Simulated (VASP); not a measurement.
Write the native input for VASP 6.6.1 that does the following.

| Quantity | Value |
| --- | --- |
| Task | relaxation of cell and atoms |
| Functional | PBE |
| Potentials or basis | VASP PAW PBE potentials, release 64 (B, H, As) |
| Cutoff | 600 eV |
| k mesh | 12 × 12 × 4 |
| Occupations | gaussian, width 0.1 eV |
| Spin | no spin polarisation |
| Dipole correction | no |
| Further INCAR settings | ALGO = Normal; EDIFF = 1e-06; IBRION = 2; EDIFFG = -0.01; NSW = 100; ISIF = 3 |

The structure of B2AsH2 lies in POSCAR:

```
B2AsH2
1.0
    3.3143610854      0.0000000000      0.0000000000
   -1.6571805427      2.8703208972      0.0000000000
    0.0000000000      0.0000000000      8.7813922500
B H As
2 2 1
Direct
    0.3333333333      0.6666666667      0.6214455524
    0.6666666667      0.3333333333      0.3785544476
    0.0000000000      0.0000000000      0.9572748611
    0.0000000000      0.0000000000      0.0427251389
    0.0000000000      0.0000000000      0.5000000000
```

The cell was built from a structure type or drawn by symmetry, and may not be a known phase.

These files were run (other wordings do the same):

INCAR

```
SYSTEM = B2AsH2
PREC = Accurate ; ENCUT = 600
EDIFF = 1E-6 ; ISMEAR = 0
SIGMA = 0.1 ; LREAL = .False.
LASPH = .True. ; NELM = 100
ALGO = Normal ; ISIF = 3
LWAVE = .False. ; LCHARG = .False.
GGA = PE ; IBRION = 2
NSW = 100 ; EDIFFG = -0.01
```

KPOINTS

```
Automatic mesh
0
Gamma
  12 12 4
  0 0 0
```

Potentials or basis: VASP PAW PBE potentials, release 64 (B, H, As).

Run with:

```bash
$ cat potpaw_PBE.64/B/POTCAR potpaw_PBE.64/H/POTCAR potpaw_PBE.64/As/POTCAR > POTCAR
$ mpirun -np 1 vasp_std > vasp.out
```

Results of the run:

```json
{"Relaxed volume": "16.88 Å³/atom", "Relaxed cell": "a = 3.344 Å, b = 3.344 Å, c = 8.714 Å, α = 90.00°, β = 90.00°, γ = 120.00°", "Space group after relaxing (to 0.1 Å)": "P-3m1 (No. 164)", "Energy gained by relaxing": "2.2 meV/atom", "Ionic steps": "6", "Pressure after relaxing": "0.0 GPa", "Largest force after relaxing": "0.006 eV/Å", "Band gap on the k mesh": "zero (an odd number of electrons rules out a gap without spin polarisation)"}
```

Caveat: this functional lacks dispersion, which binds the layers, so the pressure and a relaxed spacing across them are unreliable.

It took 4.3 min on 1 thread of Intel Xeon 8259CL, with other jobs on the host, peak memory 0.29 GiB.
